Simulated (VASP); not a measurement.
Write the native input for VASP 6.6.1 that does the following.

```yaml
Task: single point
Functional: PBEsol
Potentials_or_basis: VASP PAW PBE potentials, release 64 (Sr_sv, Ti_sv, O)
Cutoff: 520 eV
k_mesh: 6 × 6 × 6
Occupations: gaussian, width 0.05 eV
Spin: no spin polarisation
Dipole_correction: no
Further_INCAR_settings: ALGO = Normal; EDIFF = 1e-06; NBANDS = 28
```

The structure of SrTiO3 lies in POSCAR:

```
SrTiO3
1.0
    3.9052800000      0.0000000000      0.0000000000
    0.0000000000      3.9052800000      0.0000000000
    0.0000000000      0.0000000000      3.9052800000
Sr Ti O
1 1 3
Direct
    0.5000000000      0.5000000000      0.5000000000
    0.0000000000      0.0000000000      0.0000000000
    0.5000000000      0.0000000000      0.0000000000
    0.0000000000      0.5000000000      0.0000000000
    0.0000000000      0.0000000000      0.5000000000
```

The input as run:

INCAR

```
ALGO = Normal
EDIFF = 1E-6
ENCUT = 520
GGA = PS
ISIF = 2
ISMEAR = 0
LASPH = True
LCHARG = False
LREAL = False
LWAVE = False
NBANDS = 28
NELM = 60
PREC = Accurate
SIGMA = 0.05
```

KPOINTS

```
k-points
0
Gamma
  6 6 6
```

Potentials or basis: VASP PAW PBE potentials, release 64 (Sr_sv, Ti_sv, O).

Command:

```sh
$ cat potpaw_PBE.64/Sr_sv/POTCAR potpaw_PBE.64/Ti_sv/POTCAR potpaw_PBE.64/O/POTCAR > POTCAR
$ mpirun -np 1 vasp_std > vasp.out
```

It gave:

```
Pressure               : -1.3 GPa
Band gap on the k mesh : 1.80 eV (least direct gap 2.16 eV)
```

Caveat: the PAW data sets were made with another functional, which shifts forces and pressure a little.

It took 86 s on 1 thread of Intel Xeon 8259CL (shared host), peak memory 0.19 GiB.
